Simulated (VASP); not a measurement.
# Al2Cu (P4/mmm) in VASP: further runs, part 2 of 2

VASP 6.6.1. Earlier steps stand in the parts before.

**5. Single point, PBE**

This run uses another cell than the first one, of 13.00 Å³/atom, 0.673 times its volume.

The input, INCAR:

```
SYSTEM = Al2Cu
ALGO = Normal
EDIFF = 1E-6
ENCUT = 520
GGA = PE
ISIF = 2
ISMEAR = 0
LASPH = .True.
LCHARG = .False.
LREAL = .False.
LWAVE = .False.
NBANDS = 16
NELM = 60
PREC = Accurate
SIGMA = 0.15
```

The input, KPOINTS:

```
k-points
0
Gamma
  10 10 14
  0 0 0
```

The input, POSCAR:

```
Al2Cu
1.0
    3.8327000000      0.0000000000      0.0000000000
    0.0000000000      3.8327000000      0.0000000000
    0.0000000000      0.0000000000      2.6540000000
Al Cu
2 1
Direct
    0.5000000000      0.0000000000      0.5000000000
    0.0000000000      0.5000000000      0.5000000000
    0.0000000000      0.0000000000      0.0000000000
```

Launch:

```sh
> cat potpaw_PBE.64/Al/POTCAR potpaw_PBE.64/Cu/POTCAR > POTCAR
> mpirun -np 1 vasp_std > vasp.out
```

Run time: 40 s. Hardware: 1 thread of Intel Xeon 6975P-C (Granite Rapids), shared host; peak memory 0.22 GiB.

The run converged. Its results:

```
Free energy : -10.4074 eV
Pressure    : 34.8 GPa
```

Stress tensor (GPa, compression positive):
```
33.87  0.00  0.00
 0.00 33.87  0.00
 0.00  0.00 36.52
```

Levels at points of the mesh, in eV from the Fermi level:
| k point | band 5 | band 6 | band 7 | band 8 | band 9 | band 10 | band 11 | band 12 | band 13 | band 14 |
| --- | --- | --- | --- | --- | --- | --- | --- | --- | --- | --- |
| (0.00, 0.00, 0.00) | -4.90 | -4.90 | -2.99 | -2.99 | 0.53 | 0.66 | 7.10 | 7.10 | 7.39 | 7.60 |
| (0.50, 0.00, 0.00) | -5.30 | -4.92 | -4.89 | -1.49 | 1.65 | 1.73 | 2.58 | 8.90 | 9.13 | 10.55 |
| (0.50, 0.50, 0.00) | -5.34 | -5.16 | -4.91 | -4.91 | -2.95 | 8.96 | 8.96 | 10.88 | 11.82 | 11.82 |
| (0.00, 0.00, 0.50) | -5.84 | -4.96 | -3.41 | 2.60 | 2.60 | 3.04 | 3.11 | 3.23 | 3.23 | 6.02 |
| (0.50, 0.00, 0.50) | -5.08 | -5.04 | -3.82 | -2.70 | -1.64 | 4.15 | 4.21 | 5.28 | 6.52 | 6.99 |
| (0.50, 0.50, 0.50) | -4.75 | -4.12 | -2.78 | -2.78 | -1.09 | -0.79 | 0.76 | 0.76 | 2.06 | 14.08 |

**6. Single point, PBE**

This run uses another cell than the first one, of 13.37 Å³/atom, 0.692 times its volume.

The input, INCAR:

```
  PREC = Accurate
  ENCUT = 520
  EDIFF = 1E-6
  ISMEAR = 0
  SIGMA = 0.15
  LREAL = False
  LASPH = True
  NELM = 80
  ALGO = Fast
  ISIF = 2
  LWAVE = False
  LCHARG = True
  GGA = PE
  LELF = True
  LVHAR = True
  NBANDS = 16
```

The input, KPOINTS:

```
regular mesh
0
Gamma
  10 10 14
```

Edit POSCAR of step 5 so:

```diff
@@ -4,3 +4,3 @@
     0.0000000000      3.8327000000      0.0000000000
-    0.0000000000      0.0000000000      2.6540000000
+    0.0000000000      0.0000000000      2.7309000000
 Al Cu
```

Potentials or basis: VASP PAW PBE potentials, release 64 (Al, Cu).

Launch:

```sh
> cat potpaw_PBE.64/Al/POTCAR potpaw_PBE.64/Cu/POTCAR > POTCAR
> mpirun -np 1 vasp_std > vasp.out
```

OUTCAR:

```text
PREC = Accurate
   ENCUT = 520
   EDIFF = 1E-6
   ISMEAR = 0
   LREAL = False
   LASPH = True
   NELM = 80
   ISIF = 2
   GGA = PE

 ion  position               nearest neighbor table
   1  0.500  0.000  0.500-   3 2.35   3 2.35   3 2.35   3 2.35   2 2.71   2 2.71   2 2.71   2 2.71

   2  0.000  0.500  0.500-   3 2.35   3 2.35   3 2.35   3 2.35   1 2.71   1 2.71   1 2.71   1 2.71

   3  0.000  0.000  0.000-   1 2.35   2 2.35   1 2.35   2 2.35   2 2.35   2 2.35   1 2.35   1 2.35

  LATTYP: Found a simple tetragonal cell.
 ALAT       =     3.8327000000
 C/A-ratio  =     0.7125264174

  Lattice vectors:

 A1 = (   3.8327000000,   0.0000000000,   0.0000000000)
 A2 = (   0.0000000000,   3.8327000000,   0.0000000000)
 A3 = (   0.0000000000,   0.0000000000,   2.7309000000)

Analysis of symmetry for initial positions (statically):
=====================================================================
 Subroutine PRICEL returns:
 Original cell was already a primitive cell.

 Routine SETGRP: Setting up the symmetry group for a
 simple tetragonal supercell.

 Subroutine GETGRP returns: Found 16 space group operations
 (whereof 16 operations were pure point group operations)
[... 172 lines left out ...]
 fundamental gap:      0.0244166716
 Fermi energy:         9.2481799273

 k-point     1 :       0.0000    0.0000    0.0000
  band No.  band energies     occupation
      1      -2.5801      2.00000
      2       3.0423      2.00000
      3       3.3643      2.00000
      4       4.2728      2.00000
      5       4.5117      2.00000
      6       4.5117      2.00000
[... 433 lines left out ...]
      3       3.3647      2.00000
      4       4.1739      2.00000
      5       4.3561      2.00000
      6       4.4199      2.00000
[... 8 lines left out ...]
     15      20.6588      0.00000
     16      20.8648      0.00000

 [... further k-points ...]

------------------------ aborting loop because EDIFF is reached ----------------------------------------

  FORCE on cell =-STRESS in cart. coord.  units (eV):
  Direction    XX          YY          ZZ          XY          YZ          ZX
  --------------------------------------------------------------------------------------
  -------------------------------------------------------------------------------------
  Total        7.4291842      7.4291842      6.8334413      0.0000000      0.0000000      0.0000000
  in kB      296.7127827    296.7127827    272.9195198      0.0000000      0.0000000      0.0000000
  external PRESSURE =     288.7816951 kB  Pullay stress =       0.0000000 kB

 VOLUME and BASIS-vectors are now :
 -----------------------------------------------------------------------------
  energy-cutoff  :      520.00
  volume of cell :       40.12
      direct lattice vectors                 reciprocal lattice vectors
     3.832700000  0.000000000  0.000000000     0.260912673  0.000000000  0.000000000
     0.000000000  3.832700000  0.000000000     0.000000000  0.260912673  0.000000000
     0.000000000  0.000000000  2.730900000     0.000000000  0.000000000  0.366179648

 POSITION                                       TOTAL-FORCE (eV/Angst)
 -----------------------------------------------------------------------------------
      1.91635      0.00000      1.36545         0.000000      0.000000      0.000000
      0.00000      1.91635      1.36545         0.000000      0.000000      0.000000
      0.00000      0.00000      0.00000         0.000000      0.000000      0.000000
 -----------------------------------------------------------------------------------
    total drift:                                0.000000      0.000000      0.000000

  FREE ENERGIE OF THE ION-ELECTRON SYSTEM (eV)
  ---------------------------------------------------
  free  energy   TOTEN  =       -10.6307950260 eV

  energy  without entropy=      -10.6222575096  energy(sigma->0) =      -10.62652627
```

stdout:

```text
POSCAR found type information on POSCAR AlCu
 POSCAR found :  2 types and       3 ions
 scaLAPACK will be used
 LDA part: xc-table for (Slater+PW92), standard interpolation
 POSCAR, INCAR and KPOINTS ok, starting setup
 FFT: planning ... GRIDC
 FFT: planning ... GRID_SOFT
 FFT: planning ... GRID
 WAVECAR not read
 entering main loop
```

It took 60 s on 1 thread of Intel Xeon 6975P-C (Granite Rapids), shared host; peak memory 0.22 GiB.

What came out:

| Property | Result |
| --- | --- |
| Free energy | -10.6308 eV |
| Pressure | 28.9 GPa |

**7. Summary**

| cell | gap on the mesh (eV) | pressure (GPa) |
| --- | --- | --- |
| a = 4.314, b = 4.314, c = 3.115 Å, 3 atoms | none | -10.1 |
| a = 4.410, b = 4.410, c = 3.039 Å, 3 atoms | none | -10.4 |
| a = 4.410, b = 4.410, c = 3.115 Å, 3 atoms | none | -11.4 |
| a = 3.833, b = 3.833, c = 2.654 Å, 3 atoms | none | 34.8 |
| a = 3.833, b = 3.833, c = 2.731 Å, 3 atoms | none | 28.9 |

Alike in all rows: task single point; level PBE; potentials or basis VASP PAW PBE potentials, release 64 (Al, Cu); no spin polarisation; k mesh 10 × 10 × 14; cutoff (eV) 520; smearing gaussian 0.15 eV.

Total energies depend on the potentials used, so only differences within one code and one set of settings carry meaning.
